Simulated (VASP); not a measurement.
# Os (Fm-3m) in VASP: settings compared

The runs below take Os through single point, with LDA, r2SCAN.

All numbers are computed with VASP 6.6.1; they aren't measurements. Logs are shortened: lines on timing, memory, paths and dates and some standing lists are left out, and cuts for length are marked.

### 1 The cell of the first run

It takes space group Fm-3m (No. 225, cubic). The conventional cell has a = 3.834 Å, b = 3.834 Å, c = 3.834 Å, α = 90.00°, β = 90.00°, γ = 90.00°. Within 3.6 Å of Os (site symmetry m-3m) lie 12 Os at 2.71 Å.

### 2 Single point, LDA

INCAR reads:

```
ALGO     = Normal         # electronic algorithm
EDIFF    = 1E-6           # SCF threshold, eV
ENCUT    = 520            # plane-wave cutoff, eV
GGA      = CA             # functional
ISIF     = 2              # what is computed and relaxed
ISMEAR   = -1             # smearing method
LASPH    = T              # aspherical terms in the spheres
LCHARG   = F              # write CHGCAR
LREAL    = F              # projectors in reciprocal space
LWAVE    = F              # write WAVECAR
NBANDS   = 10             # bands
NELM     = 80             # most SCF steps
PREC     = Accurate       # precision mode
SIGMA    = 0.05           # smearing width, eV
```

KPOINTS reads:

```
k-points
0
Gamma
  13 13 13
```

POSCAR reads:

```
Os
1.0
    0.0000000000      1.9170571956      1.9170571956
    1.9170571956      0.0000000000      1.9170571956
    1.9170571956      1.9170571956      0.0000000000
Os
1
Direct
    0.0000000000      0.0000000000      0.0000000000
```

Potentials or basis: VASP PAW LDA potentials, release 64 (Os).

Started as:

```console
cat potpaw_LDA.64/Os/POTCAR > POTCAR
mpirun -np 1 vasp_std > vasp.out
```

OUTCAR:

```text
EDIFF = 1E-6
   ENCUT = 520
   GGA = CA
   ISIF = 2
   ISMEAR = -1
   LASPH = T
   LREAL = F
   NELM = 80
   PREC = Accurate

 ion  position               nearest neighbor table
   1  0.000  0.000  0.000-

  LATTYP: Found a face centered cubic cell.
 ALAT       =     3.8341143912

  Lattice vectors:

 A1 = (   0.0000000000,   1.9170571956,   1.9170571956)
 A2 = (   1.9170571956,   0.0000000000,   1.9170571956)
 A3 = (   1.9170571956,   1.9170571956,   0.0000000000)

Analysis of symmetry for initial positions (statically):
=====================================================================
 Subroutine PRICEL returns:
 Original cell was already a primitive cell.

 Routine SETGRP: Setting up the symmetry group for a
 face centered cubic supercell.

 Subroutine GETGRP returns: Found 48 space group operations
 (whereof 48 operations were pure point group operations)
 out of a pool of 48 trial point group operations.

The static configuration has the point symmetry O_h .

Analysis of symmetry for dynamics (positions and initial velocities):
=====================================================================
 Subroutine PRICEL returns:
 Original cell was already a primitive cell.

 Routine SETGRP: Setting up the symmetry group for a
 face centered cubic supercell.

 Subroutine GETGRP returns: Found 48 space group operations
 (whereof 48 operations were pure point group operations)
 out of a pool of 48 trial point group operations.

The dynamic configuration has the point symmetry O_h .

 Subroutine INISYM returns: Found 48 space group operations
 (whereof 48 operations are pure point group operations),
 and found     1 'primitive' translations

----------------------------------------------------------------------------------------

                                     Primitive cell

  volume of cell :      14.0908

  direct lattice vectors                    reciprocal lattice vectors
     0.000000000  1.917057196  1.917057196    -0.260816423  0.260816423  0.260816423
     1.917057196  0.000000000  1.917057196     0.260816423 -0.260816423  0.260816423
     1.917057196  1.917057196  0.000000000     0.260816423  0.260816423 -0.260816423

  length of vectors
     2.711128286  2.711128286  2.711128286     0.451747296  0.451747296  0.451747296

  position of ions in fractional coordinates (direct lattice)
     0.000000000  0.000000000  0.000000000

  ion indices of the primitive-cell ions
   primitive index   ion index
                 1           1

----------------------------------------------------------------------------------------

 KPOINTS: k-points

Automatic generation of k-mesh.
 Grid dimensions read from file:
 generate k-points for:   13   13   13

 Generating k-lattice:

  Cartesian coordinates                     Fractional coordinates (reciprocal lattice)
    -0.020062802  0.020062802  0.020062802     0.076923077  0.000000000  0.000000000
     0.020062802 -0.020062802  0.020062802     0.000000000  0.076923077  0.000000000
     0.020062802  0.020062802 -0.020062802     0.000000000  0.000000000  0.076923077

  Length of vectors
     0.034749792  0.034749792  0.034749792

  Shift w.r.t. Gamma in fractional coordinates (k-lattice)
     0.000000000  0.000000000  0.000000000

 Subroutine IBZKPT returns following result:
 ===========================================

 Found     84 irreducible k-points:

 Following reciprocal coordinates:
            Coordinates               Weight
  0.000000  0.000000  0.000000      1.000000
  0.076923  0.000000  0.000000      8.000000
  0.153846  0.000000  0.000000      8.000000
  0.230769  0.000000  0.000000      8.000000
  0.307692  0.000000  0.000000      8.000000
  0.384615  0.000000  0.000000      8.000000
[... 16 lines left out ...]
  0.384615  0.153846  0.000000     24.000000
  0.461538  0.153846  0.000000     24.000000
 [... further k-points ...]
   k-points           NKPTS =     84   k-points in BZ     NKDIM =     84   number of bands    NBANDS=     10
   number of dos      NEDOS =    301   number of ions     NIONS =      1
   total plane-waves  NPLWV =   8000
   dimension x,y,z NGX =    20 NGY =   20 NGZ =   20
   dimension x,y,z NGXF=    40 NGYF=   40 NGZF=   40
   ions per type =               1
   NGX,Y,Z   is equivalent  to a cutoff of  12.26, 12.26, 12.26 a.u.
   NGXF,Y,Z  is equivalent  to a cutoff of  24.53, 24.53, 24.53 a.u.
 SYSTEM =  unknown system
   PREC   = accura    normal or accurate (medium, high low for compatibility)
   ISTART =      0    job   : 0-new  1-cont  2-samecut
   ICHARG =      2    charge: 1-file 2-atom 10-const
   ISPIN  =      1    spin polarized calculation?
   LNONCOLLINEAR =      F non collinear calculations
   LSORBIT =      F    spin-orbit coupling
   LASPH  =      T    aspherical Exc in radial PAW
   ENCUT  =  520.0 eV  38.22 Ry    6.18 a.u.   5.04  5.04  5.04*2*pi/ulx,y,z
   NELM   =     80;   NELMIN=  2; NELMDL= -5     # of ELM steps
   EDIFF  = 0.1E-05   stopping-criterion for ELM
   LREAL  =      F    real-space projection
   EDIFFG = 0.1E-04   stopping-criterion for IOM
   NSW    =      0    number of steps for IOM
   IBRION =     -1    ionic relax: 0-MD 1-quasi-New 2-CG
   NFREE  =      0    steps in history (QN), initial steepest desc. (CG)
   ISIF   =      2    stress and relaxation
   ISYM   =      2    0-nonsym 1-usesym 2-fastsym
   POTIM  = 0.5000    time-step for ionic-motion
   TEBEG  =    0.0;   TEEND  =   0.0 temperature during run
   PSTRESS=    0.0 pullay stress
   NELECT =       8.0000    total number of electrons
   NUPDOWN=      -1.0000    fix difference up-down
   EMIN   =  10.00;   EMAX   =-10.00  energy-range for DOS
   EFERMI =   0.00;   METHOD = LEGACY
   ISMEAR =    -1;   SIGMA  =   0.05  broadening in eV -4-tet -1-fermi 0-gaus
   EFERMI_NEDOS =   21; number of points for ismear=-14 and -15
   IALGO  =     38    algorithm
   IMIX   =      4    mixing-type and parameters
     AMIX     =   0.40;   BMIX     =  1.00
     AMIX_MAG =   1.60;   BMIX_MAG =  1.00
  volume/ion in A,a.u.               =      14.09        95.09
  Fermi-wavevector in a.u.,A,eV,Ry     =   1.355584  2.561682 25.002173  1.837608
  Thomas-Fermi vector in A             =   2.482659
   LORBIT       =      0    0 simple, 1 ext, 2 COOP (PROOUT), +10 PAW based schemes
   GGA     = CA    functional components
   LHFCALC =     F    Hartree Fock is set to
   AEXX    =    0.0000 exact exchange contribution
   IVDW    =     0    specifies the selected vdW correction
   LEPSILON=     F    determine dielectric tensor
   LRPA    =     F    only Hartree local field effects (RPA)
 non-spin polarized calculation
  energy-cutoff  :      520.00
  volume of cell :       14.09
 maximum number of plane-waves:       388
   NGX =  9   NGY =  9   NGZ =  9

 number of electron       8.0000000 magnetization

 Free energy of the ion-electron system (eV)
  ---------------------------------------------------
  ext. energy  EPLUGINS =         0.00000000
  ---------------------------------------------------
  free energy    TOTEN  =       -12.49128797 eV

  energy without entropy =      -12.48201093  energy(sigma->0) =      -12.48664945

 E-fermi :   9.2449     XC(G=0): -14.1380

 val. band max:        9.2351341473   @ k =  -0.2308   0.2308   0.0769
 cond. band min:       9.2568128541   @ k =  -0.4615   0.4615   0.0769
 fundamental gap:      0.0216787068
 Fermi energy:         9.2448942850

 k-point     1 :       0.0000    0.0000    0.0000
  band No.  band energies     occupation
      1      -1.5268      2.00000
      2       6.1691      2.00000
      3       6.1691      2.00000
      4       6.1691      2.00000
      5       9.2005      1.41679
      6       9.2005      1.41679
      7      23.4896      0.00000
      8      29.2254      0.00000
      9      29.2254      0.00000
     10      29.2254      0.00000

 k-point     2 :       0.0769    0.0000    0.0000
  band No.  band energies     occupation
      1      -1.2526      2.00000
      2       6.0083      2.00000
      3       6.2919      2.00000
      4       6.2919      2.00000
      5       9.1134      1.86550
      6       9.1134      1.86550
      7      23.9951      0.00000
      8      27.9627      0.00000
      9      29.7105      0.00000
     10      29.7105      0.00000

 k-point     3 :       0.1538    0.0000    0.0000
  band No.  band energies     occupation
      1      -0.4922      2.00000
      2       5.6608      2.00000
      3       6.5610      2.00000
      4       6.5610      2.00000
      5       8.9945      1.98672
      6       8.9945      1.98672
      7      25.1233      0.00000
      8      26.1089      0.00000
      9      31.0880      0.00000
     10      31.0880      0.00000

 k-point     4 :       0.2308    0.0000    0.0000
  band No.  band energies     occupation
      1       0.5181      2.00000
      2       5.4918      2.00000
      3       6.6713      2.00000
      4       6.6713      2.00000
      5       9.2251      1.19555
      6       9.2251      1.19555
      7      23.8267      0.00000
      8      26.7236      0.00000
      9      33.1289      0.00000
     10      33.1289      0.00000

 k-point     5 :       0.3077    0.0000    0.0000
  band No.  band energies     occupation
      1       1.2937      2.00000
      2       6.0322      2.00000
      3       6.4805      2.00000
      4       6.4805      2.00000
      5       9.9640      0.00000
      6       9.9640      0.00000
      7      22.0296      0.00000
      8      25.8961      0.00000
      9      33.5441      0.00000
     10      33.5441      0.00000

 k-point     6 :       0.3846    0.0000    0.0000
  band No.  band energies     occupation
      1       1.5459      2.00000
      2       6.2130      2.00000
      3       6.2130      2.00000
      4       7.4252      2.00000
      5      10.8696      0.00000
      6      10.8696      0.00000
      7      20.0819      0.00000
      8      24.0886      0.00000
      9      31.1136      0.00000
     10      31.1136      0.00000
[... 183 lines left out ...]
 k-point    21 :       0.2308    0.1538    0.0000
  band No.  band energies     occupation
      1       0.6777      2.00000
      2       4.6932      2.00000
      3       6.9825      2.00000
      4       7.4084      2.00000
      5       8.0674      2.00000
      6       9.9188      0.00000
      7      26.3371      0.00000
      8      27.4245      0.00000
      9      29.8457      0.00000
     10      30.4129      0.00000

 k-point    22 :       0.3077    0.1538    0.0000
  band No.  band energies     occupation
      1       1.6282      2.00000
      2       4.5463      2.00000
      3       6.3590      2.00000
      4       7.4903      2.00000
      5       9.2137      1.30196
      6      10.4823      0.00000
      7      24.3821      0.00000
      8      27.7321      0.00000
      9      29.7643      0.00000
     10      30.7804      0.00000

 k-point    23 :       0.3846    0.1538    0.0000
  band No.  band energies     occupation
      1       2.2212      2.00000
      2       5.0209      2.00000
      3       5.8814      2.00000
      4       7.2863      2.00000
      5      10.8036      0.00000
      6      11.2198      0.00000
      7      21.8727      0.00000
      8      26.1717      0.00000
      9      28.9991      0.00000
     10      31.3342      0.00000

 k-point    24 :       0.4615    0.1538    0.0000
  band No.  band energies     occupation
      1       2.3600      2.00000
      2       5.2605      2.00000
      3       6.3983      2.00000
      4       7.0178      2.00000
      5      11.6733      0.00000
      6      12.6375      0.00000
      7      19.1645      0.00000
      8      25.1343      0.00000
      9      28.4139      0.00000
     10      30.0424      0.00000

 [... further k-points ...]

------------------------ aborting loop because EDIFF is reached ----------------------------------------

  FORCE on cell =-STRESS in cart. coord.  units (eV):
  Direction    XX          YY          ZZ          XY          YZ          ZX
  --------------------------------------------------------------------------------------
  -------------------------------------------------------------------------------------
  Total       -0.8167363     -0.8167363     -0.8167363      0.0000000      0.0000000      0.0000000
  in kB      -92.8661053    -92.8661053    -92.8661053      0.0000000      0.0000000      0.0000000
  external PRESSURE =     -92.8661053 kB  Pullay stress =       0.0000000 kB

 VOLUME and BASIS-vectors are now :
 -----------------------------------------------------------------------------
  energy-cutoff  :      520.00
  volume of cell :       14.09
      direct lattice vectors                 reciprocal lattice vectors
     0.000000000  1.917057196  1.917057196    -0.260816423  0.260816423  0.260816423
     1.917057196  0.000000000  1.917057196     0.260816423 -0.260816423  0.260816423
     1.917057196  1.917057196  0.000000000     0.260816423  0.260816423 -0.260816423

 POSITION                                       TOTAL-FORCE (eV/Angst)
 -----------------------------------------------------------------------------------
      0.00000      0.00000      0.00000         0.000000      0.000000      0.000000
 -----------------------------------------------------------------------------------
    total drift:                                0.000000     -0.000000     -0.000000

  FREE ENERGIE OF THE ION-ELECTRON SYSTEM (eV)
  ---------------------------------------------------
  free  energy   TOTEN  =       -12.4912879709 eV

  energy  without entropy=      -12.4820109322  energy(sigma->0) =      -12.48664945
```

It took 13 s on 1 thread of Intel Xeon Platinum 8259CL at 2.50GHz (Skylake/Cascade Lake), shared host; peak memory 0.12 GiB.

Results:

```
Free energy            : -12.4913 eV
Pressure               : -9.3 GPa
Band gap on the k mesh : zero (band 4 reaches 11.51 eV, above the bottom of band 5 at 7.94 eV)
```

Caveat: spin-orbit coupling is left out, which moves the levels of the heavy elements.

### 3 Single point, r2SCAN

POSCAR is that of step 2.

INCAR.step1 reads:

```
ALGO = Normal
EDIFF = 1E-4
ENCUT = 520
GGA = PE
ISMEAR = -1
LASPH = True
LCHARG = False
LREAL = False
LWAVE = True
NBANDS = 10
NELM = 100
PREC = Accurate
SIGMA = 0.05
```

INCAR.step2 reads:

```
ALGO = Normal
EDIFF = 1E-6
ENCUT = 520
ISIF = 2
ISMEAR = -1
ISTART = 1
LASPH = True
LCHARG = False
LMIXTAU = True
LREAL = False
LWAVE = False
METAGGA = R2SCAN
NBANDS = 10
NELM = 100
PREC = Accurate
SIGMA = 0.05
```

KPOINTS reads:

```
k-points
0
Gamma
  10 10 10
```

Potentials or basis: VASP PAW PBE potentials, release 64 (Os).

Started as:

```console
cat potpaw_PBE.64/Os/POTCAR > POTCAR
cp INCAR.step1 INCAR
mpirun -np 1 vasp_std > vasp.out
cp INCAR.step2 INCAR
mpirun -np 1 vasp_std > vasp.out
```

It took 40 s on 1 thread of Intel Xeon Platinum 8259CL at 2.50GHz (Skylake/Cascade Lake), shared host; peak memory 0.13 GiB.

The run converged. Its results:

```
Free energy            : -52.8186 eV
Pressure               : 1.0 GPa
Band gap on the k mesh : zero (band 4 reaches 11.49 eV, above the bottom of band 5 at 7.45 eV)
```

Levels at points of the mesh, in eV from the Fermi level:
```csv
k point,band 2,band 3,band 4,band 5,band 6,band 7
"(0.00, 0.00, 0.00)",-3.13,-3.13,-3.13,-0.02,-0.02,14.87
"(0.50, 0.00, 0.00)",-3.31,-3.31,-0.30,2.48,2.48,9.36
"(0.50, 0.50, 0.00)",-7.18,2.35,2.41,3.20,3.20,12.81
```

Caveat: the PAW data sets were made with another functional, which shifts forces and pressure a little; spin-orbit coupling is left out, which moves the levels of the heavy elements.
